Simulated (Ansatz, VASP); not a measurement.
## One calculation of Nb, two programs

```xyz
1
Lattice="0.2654 2.2557 2.2557 2.2557 0.2654 2.2557 2.2557 2.2557 0.2654" Properties=species:S:1:pos:R:3 pbc="T T T"
Nb    0.0000    0.0000    0.0000
```

Alike in both runs: task single point; functional PBEsol; k mesh 22 × 22 × 22; occupations gaussian, width 0.15 eV; no spin polarisation.

```csv
,VASP,Ansatz
version,VASP 6.6.1,Ansatz 0.2.0
potentials or method,"VASP PAW PBE potentials, release 64 (Nb_sv), cutoff 520 eV","scalar-relativistic, plane waves, PAW"
valence electrons in the cell,13,13
```

|  | VASP | Ansatz | Ansatz less VASP |
| --- | --- | --- | --- |
| gap on the k mesh at the Fermi level (eV) | none | none | - |
| pressure (GPa) | -6.4 | -6.1 | +0.29 |
| traceless stress, the component that is largest in VASP (GPa) | -3.59 | -3.56 | +0.030 |

VASP's potentials were made for PBE, not for PBEsol. A gap of «none» marks a metal or a gap that the smearing closes.
